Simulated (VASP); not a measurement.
Zn: single point with PBEsol

The system is Zn.

```xyz
3
Lattice="1.3760 -2.3832 0.0000 -2.6892 -1.5526 2.2798 -1.3012 0.8376 -4.4571" Properties=species:S:1:pos:R:3 pbc="T T T"
Zn   -1.3052   -0.7536   -2.2115
Zn   -1.3092   -2.3447    0.0342
Zn    0.0000    0.0000    0.0000
```

```
Program             : VASP 6.6.1
Task                : single point
Functional          : PBEsol
Potentials or basis : VASP PAW PBE potentials, release 64 (Zn)
Cutoff              : 520 eV
k mesh              : 14 × 12 × 14
Occupations         : gaussian, width 0.1 eV
Spin                : no spin polarisation
```

| Quantity | Value |
| --- | --- |
| Pressure | 0.1 GPa |
| Band gap on the k mesh | zero (bands 18 and 19 overlap by 3.34 eV) |

Stress tensor (GPa, compression positive):
```
0.12 0.08 0.02
0.08 0.03 0.01
0.02 0.01 0.16
```

Levels at points of the mesh, in eV from the Fermi level:
| k point | band 15 | band 16 | band 17 | band 18 | band 19 | band 20 | band 21 | band 22 |
| --- | --- | --- | --- | --- | --- | --- | --- | --- |
| (0.00, 0.00, 0.00) | -7.13 | -7.13 | -0.44 | -0.44 | 1.97 | 1.97 | 3.71 | 3.71 |
| (0.50, 0.00, 0.00) | -6.93 | -4.37 | -4.37 | -1.16 | 2.02 | 5.62 | 5.62 | 6.42 |
| (0.00, 0.50, 0.00) | -6.99 | -6.59 | -6.59 | -3.28 | -1.41 | 7.97 | 7.97 | 11.99 |
| (0.50, 0.50, 0.00) | -7.00 | -3.30 | -1.46 | -0.19 | -0.19 | 0.25 | 0.25 | 6.84 |
| (0.00, 0.00, 0.50) | -6.93 | -6.88 | -6.88 | -1.22 | 1.93 | 8.22 | 9.17 | 9.17 |
| (0.00, 0.50, 0.50) | -6.99 | -6.65 | -6.65 | -2.93 | -0.71 | 7.10 | 7.10 | 12.21 |

It took 14 min on 1 thread of Oxide Virtual Turin-like Processor, on a shared host, peak memory 0.52 GiB.

Caveat: the PAW data sets were made with another functional, which shifts forces and pressure a little.
